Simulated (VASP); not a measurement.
Here is a VASP 6.6.1 calculation.

File INCAR:

```
SYSTEM = BeZn4O
ALGO = Normal ; EDIFF = 1E-7
ENCUT = 520 ; GGA = PE
ISIF = 2 ; ISMEAR = 0
ISPIN = 2 ; LASPH = .True.
LCHARG = .False. ; LORBIT = 11
LREAL = .False. ; LWAVE = .False.
MAGMOM = 0.21 0 0 0 0 0.8 ; NBANDS = 41
NELM = 150 ; PREC = Accurate
SIGMA = 0.1
```

Contents of KPOINTS:

```
k-points
0
Gamma
  10 10 10
  0 0 0
```

The input POSCAR:

```
BeZn4O
1.0
    0.0000000000      3.4852351801      3.4852351801
    3.4852351801      0.0000000000      3.4852351801
    3.4852351801      3.4852351801      0.0000000000
Be Zn O
1 4 1
Direct
    0.2500000000      0.2500000000      0.2500000000
    0.6248085000      0.1255744999      0.6248085000
    0.6248085000      0.6248085000      0.1255744999
    0.6248085000      0.6248085000      0.6248085000
    0.1255744999      0.6248085000      0.6248085000
    0.0000000000      0.0000000000      0.0000000000
```

Potentials or basis: VASP PAW PBE potentials, release 64 (Be, Zn, O).

The run is started by

```console
$ cat potpaw_PBE.64/Be/POTCAR potpaw_PBE.64/Zn/POTCAR potpaw_PBE.64/O/POTCAR > POTCAR
$ mpirun -np 1 vasp_std > vasp.out
```

(1) Estimate the net moment.

(2) Estimate the pressure.

(3) Estimate the band gap on the k mesh.

Answers

(1) 0.00 μB per cell.

(2) 0.3 GPa.

(3) zero (filled and empty bands overlap).

Caveat: semilocal functionals underestimate gaps, so a narrow gap can read as zero.
